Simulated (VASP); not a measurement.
# Cu (Cmcm) in VASP: a series of runs, part 2 of 2

VASP 6.6.1. The steps go on from the part before.

**4. Single point, PBEsol**

Contents of INCAR:

```
PREC = Accurate
ENCUT = 520
EDIFF = 1E-6
ISMEAR = 1
SIGMA = 0.15
LREAL = F
LASPH = T
NELM = 100
ALGO = Normal
ISIF = 2
LWAVE = F
LCHARG = F
GGA = PS
NBANDS = 18
```

Contents of KPOINTS:

```
regular mesh
0
Gamma
  6 6 6
```

Contents of POSCAR:

```
Cu
1.0
    1.2184636900     -3.9763780100      0.0000000000
    1.2184636900      3.9763780100      0.0000000000
    0.0000000000      0.0000000000      2.4754955200
Cu
2
Direct
    0.1338666504      0.8661333496      0.2500000000
    0.8661333496      0.1338666504      0.7500000000
```

Potentials or basis: VASP PAW PBE potentials, release 64 (Cu).

On the command line:

```sh
$ cat potpaw_PBE.64/Cu/POTCAR > POTCAR
$ mpirun -np 1 vasp_std > vasp.out
```

OUTCAR:

```text
PREC = Accurate
   ENCUT = 520
   EDIFF = 1E-6
   ISMEAR = 1
   LREAL = F
   LASPH = T
   NELM = 100
   ISIF = 2
   GGA = PS

 ion  position               nearest neighbor table
   1  0.134  0.866  0.250-   2 2.46   2 2.46   2 2.54   2 2.54   2 2.54   2 2.54
   2  0.866  0.134  0.750-   1 2.46   1 2.46   1 2.54   1 2.54   1 2.54   1 2.54

  LATTYP: Found a base centered orthorhombic cell.
 ALAT       =     2.4369273800
 B/A-ratio  =     3.2634357861
[... 696 lines left out ...]

------------------------ aborting loop because EDIFF is reached ----------------------------------------

  FORCE on cell =-STRESS in cart. coord.  units (eV):
  Direction    XX          YY          ZZ          XY          YZ          ZX
  --------------------------------------------------------------------------------------
  -------------------------------------------------------------------------------------
  Total       -0.3745406      0.1100047     -0.1249904      0.0000000      0.0000000      0.0000000
  in kB      -25.0159568      7.3473311     -8.3482352      0.0000000      0.0000000      0.0000000
  external PRESSURE =      -8.6722870 kB  Pullay stress =       0.0000000 kB

 VOLUME and BASIS-vectors are now :
 -----------------------------------------------------------------------------
  energy-cutoff  :      520.00
  volume of cell :       23.99
      direct lattice vectors                 reciprocal lattice vectors
     1.218463690 -3.976378010  0.000000000     0.410352811 -0.125742572  0.000000000
     1.218463690  3.976378010  0.000000000     0.410352811  0.125742572  0.000000000
     0.000000000  0.000000000  2.475495520     0.000000000  0.000000000  0.403959527

 POSITION                                       TOTAL-FORCE (eV/Angst)
 -----------------------------------------------------------------------------------
      1.21846      2.91177      0.61887         0.000000      0.003457     -0.000000
      1.21846     -2.91177      1.85662         0.000000     -0.003457      0.000000
 -----------------------------------------------------------------------------------
    total drift:                                0.000000     -0.000000      0.000000

  FREE ENERGIE OF THE ION-ELECTRON SYSTEM (eV)
  ---------------------------------------------------
  free  energy   TOTEN  =        -8.2759761202 eV

  energy  without entropy=       -8.2752941079  energy(sigma->0) =       -8.27574878
```

stdout:

```text
POSCAR found type information on POSCAR Cu
 POSCAR found :  1 types and       2 ions
 scaLAPACK will be used
 -----------------------------------------------------------------------------
|                                                                             |
|                                                                             |
|     You enforced a specific xc type in the INCAR file but a different       |
|     I HOPE YOU KNOW WHAT YOU ARE DOING!                                     |
|                                                                             |
 -----------------------------------------------------------------------------

 LDA part: xc-table for (Slater+PW92), standard interpolation
 POSCAR, INCAR and KPOINTS ok, starting setup
 FFT: planning ... GRIDC
 FFT: planning ... GRID_SOFT
 FFT: planning ... GRID
 WAVECAR not read
 entering main loop
```

Wall time 12 s (1 thread of Intel Xeon Platinum 8559C (Emerald Rapids), shared host); peak memory 0.15 GiB.

What came out:

| Quantity | Value |
| --- | --- |
| Free energy | -8.2760 eV |
| Pressure | -0.9 GPa |
| Largest force | 0.003 eV/Å |
| Band gap on the k mesh | zero (band 11 reaches 10.90 eV, above the bottom of band 12 at 5.58 eV) |

Forces on the atoms (eV/Å):
```
Cu   0.000  0.003  0.000
Cu   0.000 -0.003  0.000
```

Stress tensor (GPa, compression positive):
```
-2.50  0.00  0.00
 0.00  0.73  0.00
 0.00  0.00 -0.83
```

Caveat: the k points lie up to 0.45 Å⁻¹ apart; the PAW data sets were made with another functional, which shifts forces and pressure a little.

**5. Single point, PBEsol**

Contents of INCAR:

```
SYSTEM = Cu
PREC = Accurate
ENCUT = 520
EDIFF = 1E-7
ISMEAR = 1
SIGMA = 0.15
LREAL = .False.
LASPH = .True.
NELM = 80
ALGO = Normal
ISIF = 2
LWAVE = .False.
LCHARG = .False.
GGA = PS
NBANDS = 18
```

Contents of KPOINTS:

```
regular mesh
0
Gamma
  8 8 7
  0 0 0
```

POSCAR is that of step 4.

Potentials or basis: VASP PAW PBE potentials, release 64 (Cu).

On the command line:

```sh
$ cat potpaw_PBE.64/Cu/POTCAR > POTCAR
$ mpirun -np 1 vasp_std > vasp.out
```

OUTCAR:

```text
SYSTEM = Cu
   PREC = Accurate
   ENCUT = 520
   EDIFF = 1E-7
   ISMEAR = 1
   LREAL = .False.
   LASPH = .True.
   NELM = 80
   ISIF = 2
   GGA = PS

 ion  position               nearest neighbor table
   1  0.134  0.866  0.250-   2 2.46   2 2.46   2 2.54   2 2.54   2 2.54   2 2.54
   2  0.866  0.134  0.750-   1 2.46   1 2.46   1 2.54   1 2.54   1 2.54   1 2.54

  LATTYP: Found a base centered orthorhombic cell.
 ALAT       =     2.4369273800
 B/A-ratio  =     3.2634357861
 C/A-ratio  =     1.0158265447

  Lattice vectors:

[... 694 lines left out ...]

  FORCE on cell =-STRESS in cart. coord.  units (eV):
  Direction    XX          YY          ZZ          XY          YZ          ZX
  --------------------------------------------------------------------------------------
  -------------------------------------------------------------------------------------
  Total       -0.1422403     -0.2383588      0.0203443      0.0000000     -0.0000000      0.0000000
  in kB       -9.5003770    -15.9202312      1.3588167      0.0000000     -0.0000000      0.0000000
  external PRESSURE =      -8.0205972 kB  Pullay stress =       0.0000000 kB

 VOLUME and BASIS-vectors are now :
 -----------------------------------------------------------------------------
  energy-cutoff  :      520.00
  volume of cell :       23.99
      direct lattice vectors                 reciprocal lattice vectors
     1.218463690 -3.976378010  0.000000000     0.410352811 -0.125742572  0.000000000
     1.218463690  3.976378010  0.000000000     0.410352811  0.125742572  0.000000000
     0.000000000  0.000000000  2.475495520     0.000000000  0.000000000  0.403959527

 POSITION                                       TOTAL-FORCE (eV/Angst)
 -----------------------------------------------------------------------------------
      1.21846      2.91177      0.61887         0.000000     -0.003693      0.000000
      1.21846     -2.91177      1.85662         0.000000      0.003693     -0.000000
 -----------------------------------------------------------------------------------
    total drift:                                0.000000     -0.000000      0.000000

  FREE ENERGIE OF THE ION-ELECTRON SYSTEM (eV)
  ---------------------------------------------------
  free  energy   TOTEN  =        -8.3154873786 eV

  energy  without entropy=       -8.3141945698  energy(sigma->0) =       -8.31505644
```

stdout:

```text
POSCAR found type information on POSCAR Cu
 POSCAR found :  1 types and       2 ions
 scaLAPACK will be used
 -----------------------------------------------------------------------------
|                                                                             |
|                                                                             |
|     You enforced a specific xc type in the INCAR file but a different       |
|     I HOPE YOU KNOW WHAT YOU ARE DOING!                                     |
|                                                                             |
 -----------------------------------------------------------------------------

 LDA part: xc-table for (Slater+PW92), standard interpolation
 POSCAR, INCAR and KPOINTS ok, starting setup
 FFT: planning ... GRIDC
 FFT: planning ... GRID_SOFT
 FFT: planning ... GRID
 WAVECAR not read
 entering main loop
```

Run time: 18 s. Hardware: 1 thread of Intel Xeon Platinum 8559C (Emerald Rapids), shared host; peak memory 0.16 GiB.

What came out:

| Quantity | Value |
| --- | --- |
| Free energy | -8.3155 eV |
| Pressure | -0.8 GPa |
| Largest force | 0.004 eV/Å |
| Band gap on the k mesh | zero (band 11 reaches 10.44 eV, above the bottom of band 12 at 5.59 eV) |

Forces in eV/Å, atoms in the order of the input:
```
Cu   0.000 -0.004  0.000
Cu   0.000  0.004  0.000
```

Caveat: the k points lie up to 0.36 Å⁻¹ apart; the PAW data sets were made with another functional, which shifts forces and pressure a little.

**6. Single point, PBEsol**

INCAR, as its differences from that of step 5:

```diff
@@ -3,3 +3,3 @@
 ENCUT = 520
-EDIFF = 1E-7
+EDIFF = 1E-6
 ISMEAR = 1
```

Contents of KPOINTS:

```
Automatic mesh
0
Gamma
  9 9 9
  0 0 0
```

POSCAR is that of step 5.

Potentials or basis: VASP PAW PBE potentials, release 64 (Cu).

On the command line:

```sh
$ cat potpaw_PBE.64/Cu/POTCAR > POTCAR
$ mpirun -np 1 vasp_std > vasp.out
```

OUTCAR:

```text
SYSTEM = Cu
   PREC = Accurate
   ENCUT = 520
   EDIFF = 1E-6
   ISMEAR = 1
   LREAL = .False.
   LASPH = .True.
   NELM = 80
   ISIF = 2
   GGA = PS

 ion  position               nearest neighbor table
   1  0.134  0.866  0.250-   2 2.46   2 2.46   2 2.54   2 2.54   2 2.54   2 2.54
   2  0.866  0.134  0.750-   1 2.46   1 2.46   1 2.54   1 2.54   1 2.54   1 2.54

  LATTYP: Found a base centered orthorhombic cell.
 ALAT       =     2.4369273800
 B/A-ratio  =     3.2634357861
 C/A-ratio  =     1.0158265447

  Lattice vectors:

 A1 = (   1.2184636900,  -3.9763780100,   0.0000000000)
 A2 = (   1.2184636900,   3.9763780100,   0.0000000000)
 A3 = (   0.0000000000,   0.0000000000,   2.4754955200)

Analysis of symmetry for initial positions (statically):
=====================================================================
 Subroutine PRICEL returns:
 Original cell was already a primitive cell.

 Routine SETGRP: Setting up the symmetry group for a
 base centered orthorhombic supercell.

 Subroutine GETGRP returns: Found  8 space group operations
 (whereof  4 operations were pure point group operations)
[... 160 lines left out ...]
  ext. energy  EPLUGINS =         0.00000000
  ---------------------------------------------------
  free energy    TOTEN  =        -8.30450012 eV

  energy without entropy =       -8.30457641  energy(sigma->0) =       -8.30452555

 E-fermi :   7.1914     XC(G=0): -12.7834

 val. band max:        7.1899848076   @ k =   0.3333   0.3333   0.2222
 cond. band min:       7.2022239940   @ k =   0.4444   0.2222   0.3333
 fundamental gap:      0.0122391863
 Fermi energy:         7.1914112945

 k-point     1 :       0.0000    0.0000    0.0000
  band No.  band energies     occupation
      1      -2.0682      2.00000
      2       2.2399      2.00000
      3       3.0089      2.00000
      4       3.4892      2.00000
      5       4.1901      2.00000
      6       4.4552      2.00000
[... 481 lines left out ...]
      5       3.7386      2.00000
      6       4.5259      2.00000
[... 10 lines left out ...]
     17      26.0727      0.00000
     18      28.0921      0.00000

 [... further k-points ...]
[... 5 lines left out ...]
  --------------------------------------------------------------------------------------
  -------------------------------------------------------------------------------------
  Total       -0.0187424     -0.2960973     -0.0427529      0.0000000      0.0000000      0.0000000
  in kB       -1.2518238    -19.7766425     -2.8555108      0.0000000      0.0000000      0.0000000
  external PRESSURE =      -7.9613257 kB  Pullay stress =       0.0000000 kB

 VOLUME and BASIS-vectors are now :
 -----------------------------------------------------------------------------
  energy-cutoff  :      520.00
  volume of cell :       23.99
      direct lattice vectors                 reciprocal lattice vectors
     1.218463690 -3.976378010  0.000000000     0.410352811 -0.125742572  0.000000000
     1.218463690  3.976378010  0.000000000     0.410352811  0.125742572  0.000000000
     0.000000000  0.000000000  2.475495520     0.000000000  0.000000000  0.403959527

 POSITION                                       TOTAL-FORCE (eV/Angst)
 -----------------------------------------------------------------------------------
      1.21846      2.91177      0.61887         0.000000      0.000129      0.000000
      1.21846     -2.91177      1.85662         0.000000     -0.000129     -0.000000
 -----------------------------------------------------------------------------------
    total drift:                                0.000000     -0.000000      0.000000

  FREE ENERGIE OF THE ION-ELECTRON SYSTEM (eV)
  ---------------------------------------------------
  free  energy   TOTEN  =        -8.3045001246 eV

  energy  without entropy=       -8.3045764149  energy(sigma->0) =       -8.30452555
```

OSZICAR:

```text
N       E                     dE             d eps       ncg     rms          rms(c)
DAV:   1     0.119594162889E+03    0.11959E+03   -0.10572E+04  4892   0.218E+03
DAV:   2    -0.433086566655E+01   -0.12393E+03   -0.11745E+03  4506   0.285E+02
DAV:   3    -0.103073382326E+02   -0.59765E+01   -0.57216E+01  5132   0.850E+01
DAV:   4    -0.103709088852E+02   -0.63571E-01   -0.63526E-01  5338   0.930E+00
DAV:   5    -0.103717853697E+02   -0.87648E-03   -0.87645E-03  5484   0.956E-01    0.117E+01
DAV:   6    -0.918058713605E+01    0.11912E+01   -0.13541E+01  4826   0.105E+02    0.604E+00
DAV:   7    -0.832894036550E+01    0.85165E+00   -0.27207E+00  4886   0.431E+01    0.681E-01
DAV:   8    -0.831040552987E+01    0.18535E-01   -0.33619E-02  6654   0.278E+00    0.570E-01
DAV:   9    -0.830472807099E+01    0.56775E-02   -0.67061E-03  5528   0.225E+00    0.957E-02
DAV:  10    -0.830449731814E+01    0.23075E-03   -0.37344E-04  7236   0.295E-01    0.657E-03
DAV:  11    -0.830450000547E+01   -0.26873E-05   -0.86167E-06  6582   0.331E-02    0.460E-03
DAV:  12    -0.830450012457E+01   -0.11910E-06   -0.64098E-07  3024   0.171E-02
   1 F= -.83045001E+01 E0= -.83045256E+01  d E =0.762903E-04
```

Wall time 26 s (1 thread of Intel Xeon Platinum 8559C (Emerald Rapids), shared host); peak memory 0.17 GiB.

Results:

```yaml
Free_energy: -8.3045 eV
Pressure: -0.8 GPa
Band_gap_on_the_k_mesh: zero (band 11 reaches 10.69 eV, above the bottom of band 12 at 5.58 eV)
```

Caveat: the PAW data sets were made with another functional, which shifts forces and pressure a little.

**7. Single point, PBEsol**

Contents of INCAR:

```
PREC = Accurate
ENCUT = 520
EDIFF = 1E-6
ISMEAR = 1
SIGMA = 0.15
LREAL = F
LASPH = T
NELM = 100
ALGO = Normal
ISIF = 2
LWAVE = F
LCHARG = F
GGA = PS
NBANDS = 18
```

Contents of KPOINTS:

```
Automatic mesh
0
Gamma
  12 12 11
```

POSCAR is that of step 6.

On the command line:

```sh
$ cat potpaw_PBE.64/Cu/POTCAR > POTCAR
$ mpirun -np 1 vasp_std > vasp.out
```

It took 48 s on 1 thread of Intel Xeon Platinum 8559C (Emerald Rapids), shared host; peak memory 0.22 GiB.

Results (log left out):

```yaml
Free_energy: -8.3073 eV
Pressure: -0.8 GPa
Band_gap_on_the_k_mesh: zero (band 11 reaches 10.66 eV, above the bottom of band 12 at 5.59 eV)
```

Stress tensor (GPa, compression positive):
```
-0.65  0.00  0.00
 0.00 -1.19  0.00
 0.00  0.00 -0.57
```

Levels at points of the mesh, in eV from the Fermi level:
```
           k point  band 8  band 9  band 10  band 11  band 12  band 13  band 14  band 15
(0.00, 0.00, 0.00)   -2.01   -1.81    -1.67    -1.43    -0.08     4.79    14.72    18.37
(0.50, 0.00, 0.00)   -2.48   -2.10    -1.64    -0.47     1.28     2.51     6.86    12.87
(0.50, 0.50, 0.00)   -2.29   -2.27    -1.90    -1.58    -1.51    13.60    15.27    15.54
```

Caveat: the PAW data sets were made with another functional, which shifts forces and pressure a little.

**8. The runs side by side**

```csv
k mesh,gap on the mesh (eV),pressure (GPa),largest force (eV/Å)
3 × 3 × 3,none,-1.4,0.19
4 × 4 × 4,none,-1.0,0.09
6 × 6 × 6,none,-0.9,-
8 × 8 × 7,none,-0.8,-
9 × 9 × 9,none,-0.8,-
12 × 12 × 11,none,-0.8,-
```

Alike in all rows: task single point; level PBEsol; potentials or basis VASP PAW PBE potentials, release 64 (Cu); no spin polarisation; cell as given; cutoff (eV) 520; smearing methfessel-paxton 0.15 eV.

Caveats: some runs use coarse meshes; the PAW data sets were made with another functional, which shifts forces and pressure a little.

Total energies depend on the potentials used, so only differences within one code and one set of settings carry meaning.
